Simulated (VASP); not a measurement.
# Pb2Se (Pn-3m) in VASP: notebook, part 2 of 2

VASP 6.6.1. Earlier steps stand in the parts before.

### 3 Single point, PBE

This run uses another cell than the first one, of 33.07 Å³/atom.

Input file INCAR:

```
SYSTEM = Pb2Se
  PREC = Accurate
  ENCUT = 520
  EDIFF = 1E-6
  ISMEAR = 0
  SIGMA = 0.1
  LREAL = .FALSE.
  LASPH = .TRUE.
  NELM = 100
  ALGO = Normal
  ISIF = 2
  LWAVE = .FALSE.
  LCHARG = .FALSE.
  GGA = PE
  NBANDS = 43
```

Input file KPOINTS:

```
Automatic mesh
0
G
  4 4 4
  0 0 0
```

Input file POSCAR:

```
Pb2Se
1.0
    5.8325206239      0.0000000000      0.0000000000
    0.0000000000      5.8325206239      0.0000000000
    0.0000000000      0.0000000000      5.8325206239
Pb Se
4 2
Direct
    0.2500000000      0.2500000000      0.2500000000
    0.2500000000      0.7500000000      0.7500000000
    0.7500000000      0.7500000000      0.2500000000
    0.7500000000      0.2500000000      0.7500000000
    0.0000000000      0.0000000000      0.0000000000
    0.5000000000      0.5000000000      0.5000000000
```

Potentials or basis: VASP PAW PBE potentials, release 64 (Pb_d, Se).

Started as:

```bash
$ cat potpaw_PBE.64/Pb_d/POTCAR potpaw_PBE.64/Se/POTCAR > POTCAR
$ mpirun -np 1 vasp_std > vasp.out
```

OUTCAR:

```text
SYSTEM = Pb2Se
   PREC = Accurate
   ENCUT = 520
   EDIFF = 1E-6
   ISMEAR = 0
   LREAL = .FALSE.
   LASPH = .TRUE.
   NELM = 100
   ISIF = 2
   GGA = PE

 ion  position               nearest neighbor table
   1  0.250  0.250  0.250-   5 2.53   6 2.53   4 4.12   2 4.12   3 4.12   2 4.12   4 4.12   2 4.12
                             3 4.12   2 4.12   3 4.12   4 4.12   4 4.12   3 4.12
   2  0.250  0.750  0.750-   5 2.53   6 2.53   4 4.12   1 4.12   3 4.12   1 4.12   3 4.12   1 4.12
                             4 4.12   1 4.12   3 4.12   4 4.12   3 4.12   4 4.12
   3  0.750  0.750  0.250-   5 2.53   6 2.53   4 4.12   1 4.12   2 4.12   2 4.12   4 4.12   1 4.12
                             4 4.12   4 4.12   1 4.12   2 4.12   2 4.12   1 4.12
   4  0.750  0.250  0.750-   5 2.53   6 2.53   3 4.12   1 4.12   2 4.12   1 4.12   3 4.12   2 4.12
                             3 4.12   3 4.12   1 4.12   2 4.12   1 4.12   2 4.12
   5  0.000  0.000  0.000-   1 2.53   2 2.53   3 2.53   4 2.53
   6  0.500  0.500  0.500-   1 2.53   2 2.53   3 2.53   4 2.53

  LATTYP: Found a simple cubic cell.
 ALAT       =     5.8325206239

  Lattice vectors:

 A1 = (   5.8325206239,   0.0000000000,   0.0000000000)
 A2 = (   0.0000000000,   5.8325206239,   0.0000000000)
 A3 = (   0.0000000000,   0.0000000000,   5.8325206239)

Analysis of symmetry for initial positions (statically):
=====================================================================
 Subroutine PRICEL returns:
 Original cell was already a primitive cell.

 Routine SETGRP: Setting up the symmetry group for a
 simple cubic supercell.

 Subroutine GETGRP returns: Found 48 space group operations
 (whereof 24 operations were pure point group operations)
 out of a pool of 48 trial point group operations.

The static configuration has the point symmetry T_d .
 The point group associated with its full space group is O_h .

Analysis of symmetry for dynamics (positions and initial velocities):
=====================================================================
 Subroutine PRICEL returns:
 Original cell was already a primitive cell.

 Routine SETGRP: Setting up the symmetry group for a
 simple cubic supercell.

 Subroutine GETGRP returns: Found 48 space group operations
 (whereof 24 operations were pure point group operations)
 out of a pool of 48 trial point group operations.

The dynamic configuration has the point symmetry T_d .
 The point group associated with its full space group is O_h .

 Subroutine INISYM returns: Found 48 space group operations
 (whereof 24 operations are pure point group operations),
 and found     1 'primitive' translations

----------------------------------------------------------------------------------------

                                     Primitive cell

  volume of cell :     198.4124

  direct lattice vectors                    reciprocal lattice vectors
     5.832520624  0.000000000  0.000000000     0.171452458  0.000000000  0.000000000
     0.000000000  5.832520624  0.000000000     0.000000000  0.171452458  0.000000000
     0.000000000  0.000000000  5.832520624     0.000000000  0.000000000  0.171452458

  length of vectors
     5.832520624  5.832520624  5.832520624     0.171452458  0.171452458  0.171452458

  position of ions in fractional coordinates (direct lattice)
     0.250000000  0.250000000  0.250000000
     0.250000000  0.750000000  0.750000000
     0.750000000  0.750000000  0.250000000
[... 47 lines left out ...]
  0.250000  0.250000  0.250000      8.000000
  0.500000  0.250000  0.250000     12.000000
  0.500000  0.500000  0.250000      6.000000
  0.500000  0.500000  0.500000      1.000000
   k-points           NKPTS =     10   k-points in BZ     NKDIM =     10   number of bands    NBANDS=     43
   number of dos      NEDOS =    301   number of ions     NIONS =      6
   total plane-waves  NPLWV = 110592
   dimension x,y,z NGX =    48 NGY =   48 NGZ =   48
   dimension x,y,z NGXF=    96 NGYF=   96 NGZF=   96
   ions per type =               4   2
   NGX,Y,Z   is equivalent  to a cutoff of  13.68, 13.68, 13.68 a.u.
   NGXF,Y,Z  is equivalent  to a cutoff of  27.36, 27.36, 27.36 a.u.
 SYSTEM =  Pb2Se
   PREC   = accura    normal or accurate (medium, high low for compatibility)
   ISTART =      0    job   : 0-new  1-cont  2-samecut
   ICHARG =      2    charge: 1-file 2-atom 10-const
   ISPIN  =      1    spin polarized calculation?
   LNONCOLLINEAR =      F non collinear calculations
   LSORBIT =      F    spin-orbit coupling
   LASPH  =      T    aspherical Exc in radial PAW
   ENCUT  =  520.0 eV  38.22 Ry    6.18 a.u.  10.84 10.84 10.84*2*pi/ulx,y,z
   NELM   =    100;   NELMIN=  2; NELMDL= -5     # of ELM steps
   EDIFF  = 0.1E-05   stopping-criterion for ELM
   LREAL  =      F    real-space projection
   EDIFFG = 0.1E-04   stopping-criterion for IOM
   NSW    =      0    number of steps for IOM
   IBRION =     -1    ionic relax: 0-MD 1-quasi-New 2-CG
   NFREE  =      0    steps in history (QN), initial steepest desc. (CG)
   ISIF   =      2    stress and relaxation
   ISYM   =      2    0-nonsym 1-usesym 2-fastsym
   POTIM  = 0.5000    time-step for ionic-motion
   TEBEG  =    0.0;   TEEND  =   0.0 temperature during run
   PSTRESS=    0.0 pullay stress
   NELECT =      68.0000    total number of electrons
   NUPDOWN=      -1.0000    fix difference up-down
   EMIN   =  10.00;   EMAX   =-10.00  energy-range for DOS
   EFERMI =   0.00;   METHOD = LEGACY
   ISMEAR =     0;   SIGMA  =   0.10  broadening in eV -4-tet -1-fermi 0-gaus
   EFERMI_NEDOS =   21; number of points for ismear=-14 and -15
   IALGO  =     38    algorithm
   IMIX   =      4    mixing-type and parameters
     AMIX     =   0.40;   BMIX     =  1.00
     AMIX_MAG =   1.60;   BMIX_MAG =  1.00
  volume/ion in A,a.u.               =      33.07       223.16
  Fermi-wavevector in a.u.,A,eV,Ry     =   1.145658  2.164979 17.858074  1.312531
  Thomas-Fermi vector in A             =   2.282345
   LORBIT       =      0    0 simple, 1 ext, 2 COOP (PROOUT), +10 PAW based schemes
   GGA     = PE    functional components
   LHFCALC =     F    Hartree Fock is set to
   AEXX    =    0.0000 exact exchange contribution
   IVDW    =     0    specifies the selected vdW correction
   LEPSILON=     F    determine dielectric tensor
   LRPA    =     F    only Hartree local field effects (RPA)
 non-spin polarized calculation
 Gauss-broadening in eV      SIGMA  =   0.10
  energy-cutoff  :      520.00
  volume of cell :      198.41
 maximum number of plane-waves:      5400
 NGX is ok and might be reduce to    48
   NGX = 21   NGY = 21   NGZ = 21

 number of electron      67.9999996 magnetization

 Free energy of the ion-electron system (eV)
  ---------------------------------------------------
  ext. energy  EPLUGINS =         0.00000000
  ---------------------------------------------------
  free energy    TOTEN  =       -16.42109535 eV

  energy without entropy =      -16.40980769  energy(sigma->0) =      -16.41545152

 E-fermi :   4.9217     XC(G=0):  -9.0282

 val. band max:        4.7821239185   @ k =   0.5000   0.0000   0.0000
 cond. band min:       4.9346633265   @ k =   0.2500   0.2500   0.0000
 fundamental gap:      0.1525394080
 Fermi energy:         4.9217490502

 k-point     1 :       0.0000    0.0000    0.0000
  band No.  band energies     occupation
      1     -13.1775      2.00000
      2     -12.4211      2.00000
      3     -12.4211      2.00000
      4     -12.4211      2.00000
      5     -12.1948      2.00000
      6     -12.1948      2.00000
[... 449 lines left out ...]
     42      10.6359      0.00000
     43      10.6754      0.00000

------------------------ aborting loop because EDIFF is reached ----------------------------------------

  FORCE on cell =-STRESS in cart. coord.  units (eV):
  Direction    XX          YY          ZZ          XY          YZ          ZX
  --------------------------------------------------------------------------------------
  -------------------------------------------------------------------------------------
  Total       18.8004064     18.8004064     18.8004064      0.0000000     -0.0000000      0.0000000
  in kB      151.8130027    151.8130027    151.8130027      0.0000000     -0.0000000      0.0000000
  external PRESSURE =     151.8130027 kB  Pullay stress =       0.0000000 kB

 VOLUME and BASIS-vectors are now :
 -----------------------------------------------------------------------------
  energy-cutoff  :      520.00
  volume of cell :      198.41
      direct lattice vectors                 reciprocal lattice vectors
     5.832520624  0.000000000  0.000000000     0.171452458  0.000000000  0.000000000
     0.000000000  5.832520624  0.000000000     0.000000000  0.171452458  0.000000000
     0.000000000  0.000000000  5.832520624     0.000000000  0.000000000  0.171452458

 POSITION                                       TOTAL-FORCE (eV/Angst)
 -----------------------------------------------------------------------------------
      1.45813      1.45813      1.45813         0.000000      0.000000     -0.000000
      1.45813      4.37439      4.37439         0.000000      0.000000      0.000000
      4.37439      4.37439      1.45813        -0.000000     -0.000000     -0.000000
      4.37439      1.45813      4.37439         0.000000     -0.000000     -0.000000
      0.00000      0.00000      0.00000        -0.000000      0.000000      0.000000
      2.91626      2.91626      2.91626        -0.000000      0.000000      0.000000
 -----------------------------------------------------------------------------------
    total drift:                               -0.000000     -0.000000      0.000000

  FREE ENERGIE OF THE ION-ELECTRON SYSTEM (eV)
  ---------------------------------------------------
  free  energy   TOTEN  =       -16.4210953520 eV

  energy  without entropy=      -16.4098076926  energy(sigma->0) =      -16.41545152
```

Run time: 75 s. Hardware: 1 thread of Intel Xeon Platinum 8488C (Sapphire Rapids), shared host; peak memory 0.33 GiB.

Results:

```
Free energy            : -16.4211 eV
Pressure               : 15.2 GPa
Band gap on the k mesh : zero (bands 34 and 35 overlap by 1.29 eV)
```

Caveat: the cell stands under pressure; spin-orbit coupling is left out, which moves the levels of the heavy elements.

### 4 Relaxation of cell and atoms, PBE

This run uses another cell than the first one, of 33.07 Å³/atom.

Input file INCAR:

```
SYSTEM = Pb2Se
ALGO = Normal
EDIFF = 1E-6
EDIFFG = -0.04
ENCUT = 600
GGA = PE
IBRION = 2
ISIF = 3
ISMEAR = 0
LASPH = .TRUE.
LCHARG = .FALSE.
LREAL = .FALSE.
LWAVE = .FALSE.
NELM = 60
NSW = 90
PREC = Accurate
SIGMA = 0.1
```

Input file KPOINTS:

```
k-points
0
G
  4 4 4
  0 0 0
```

POSCAR is that of step 3.

Started as:

```bash
$ cat potpaw_PBE.64/Pb_d/POTCAR potpaw_PBE.64/Se/POTCAR > POTCAR
$ mpirun -np 1 vasp_std > vasp.out
```

Wall time 4.3 min (1 thread of Intel Xeon Platinum 8488C (Sapphire Rapids), shared host); peak memory 0.37 GiB.

Results (log left out):

| Property | Result |
| --- | --- |
| Free energy | -19.3178 eV |
| Relaxed volume | 46.78 Å³/atom |
| Relaxed cell | a = 6.547 Å, b = 6.547 Å, c = 6.547 Å, α = 90.00°, β = 90.00°, γ = 90.00° |
| Space group after relaxing (to 0.1 Å) | Pn-3m (No. 224) |
| Energy gained by relaxing | 482.7 meV/atom |
| Ionic steps | 4 |
| Pressure after relaxing | 0.0 GPa |
| Band gap on the k mesh | zero (bands 34 and 35 overlap by 0.91 eV) |

Step by step:
```
step  energy change (eV)  largest force (eV/Å)  pressure (GPa)  volume (Å³)
   1              0.0000                0.0000           15.22       198.41
   2             -2.7894                0.0000           -1.41       302.99
   3             -2.8944                0.0000            0.20       277.82
   4             -2.8961                0.0000           -0.02       280.68
```

Final structure:
```
Pb Se
1.0
     6.54742    0.00000    0.00000
     0.00000    6.54742    0.00000
     0.00000    0.00000    6.54742
Pb Se
4 2
Direct
  0.25000 0.25000 0.25000
  0.25000 0.75000 0.75000
  0.75000 0.75000 0.25000
  0.75000 0.25000 0.75000
  0.00000 0.00000 0.00000
  0.50000 0.50000 0.50000
```

Levels at points of the mesh, in eV from the Fermi level:
| k point | band 31 | band 32 | band 33 | band 34 | band 35 | band 36 | band 37 | band 38 |
| --- | --- | --- | --- | --- | --- | --- | --- | --- |
| (0.00, 0.00, 0.00) | -1.34 | -1.03 | -1.03 | -1.03 | 0.88 | 0.88 | 0.88 | 2.01 |
| (0.50, 0.00, 0.00) | -1.33 | -1.33 | -0.53 | -0.53 | -0.05 | -0.05 | 0.87 | 0.87 |
| (0.50, 0.50, 0.00) | -1.82 | -1.82 | 0.39 | 0.39 | 0.43 | 0.43 | 0.97 | 0.97 |
| (0.50, 0.50, 0.50) | -0.94 | -0.94 | -0.52 | -0.52 | -0.52 | 1.62 | 1.62 | 1.72 |

Caveat: the volume moved by over 15 % at a fixed basis, so the end points are rough; spin-orbit coupling is left out, which moves the levels of the heavy elements.

### 5 Single point, PBE

This run uses another cell than the first one, of 46.84 Å³/atom.

Input file INCAR:

```
PREC     = Accurate       # precision mode
ENCUT    = 520            # plane-wave cutoff, eV
EDIFF    = 1E-6           # SCF threshold, eV
ISMEAR   = 0              # smearing method
SIGMA    = 0.1            # smearing width, eV
LREAL    = F              # projectors in reciprocal space
LASPH    = T              # aspherical terms in the spheres
NELM     = 60             # most SCF steps
ALGO     = Normal         # electronic algorithm
ISIF     = 2              # what is computed and relaxed
LWAVE    = F              # write WAVECAR
LCHARG   = F              # write CHGCAR
GGA      = PE             # functional
NBANDS   = 43             # bands
```

Input file KPOINTS:

```
Automatic mesh
0
Gamma
  6 6 6
```

POSCAR, as its differences from that of step 4:

```diff
@@ -2,5 +2,5 @@
 1.0
-    5.8325206239      0.0000000000      0.0000000000
-    0.0000000000      5.8325206239      0.0000000000
-    0.0000000000      0.0000000000      5.8325206239
+    6.5504131502      0.0000000000      0.0000000000
+    0.0000000000      6.5504131502      0.0000000000
+    0.0000000000      0.0000000000      6.5504131502
 Pb Se
```

Started as:

```bash
$ cat potpaw_PBE.64/Pb_d/POTCAR potpaw_PBE.64/Se/POTCAR > POTCAR
$ mpirun -np 1 vasp_std > vasp.out
```

It took 3.8 min on 1 thread of Intel Xeon Platinum 8488C (Sapphire Rapids), shared host; peak memory 0.45 GiB.

It converged, with:

```yaml
Free_energy: -19.2889 eV
Pressure: 0.0 GPa
Band_gap_on_the_k_mesh: zero (bands 34 and 35 overlap by 0.91 eV)
```

Levels at points of the mesh, in eV from the Fermi level:
```csv
k point,band 30,band 31,band 32,band 33,band 34,band 35,band 36,band 37,band 38,band 39
"(0.00, 0.00, 0.00)",-1.34,-1.34,-1.03,-1.03,-1.03,0.88,0.88,0.88,2.00,2.00
"(0.50, 0.00, 0.00)",-2.39,-1.33,-1.33,-0.53,-0.53,-0.05,-0.05,0.87,0.87,2.45
"(0.50, 0.50, 0.00)",-2.70,-1.82,-1.82,0.39,0.39,0.43,0.43,0.97,0.97,1.72
"(0.50, 0.50, 0.50)",-0.94,-0.94,-0.94,-0.52,-0.52,-0.52,1.62,1.62,1.71,1.93
```

Caveat: spin-orbit coupling is left out, which moves the levels of the heavy elements.

### 6 Summary

| task | cell | k mesh | cutoff (eV) | gap on the mesh (eV) | pressure (GPa) |
| --- | --- | --- | --- | --- | --- |
| single point | a = 6.541 Å, 6 atoms | 4 × 4 × 4 | 520 | none | 0.0 |
| single point | a = 5.833 Å, 6 atoms | 4 × 4 × 4 | 520 | none | 15.2 |
| relaxation of cell and atoms | relaxed from a = 5.833 Å, 6 atoms | 4 × 4 × 4 | 600 | none | 0.0 |
| single point | a = 6.550 Å, 6 atoms | 6 × 6 × 6 | 520 | none | 0.0 |

Alike in all rows: level PBE; potentials or basis VASP PAW PBE potentials, release 64 (Pb_d, Se); no spin polarisation; smearing gaussian 0.1 eV.

Caveats: spin-orbit coupling is left out, which moves the levels of the heavy elements; the cell stands under pressure (at least some runs); the volume moved by over 15 % at a fixed basis, so the end points are rough (at least some runs).

Absolute energies hang on the potentials; compare differences alone.

The gap in the log of VASP goes by the Fermi energy; the results here count the filled bands.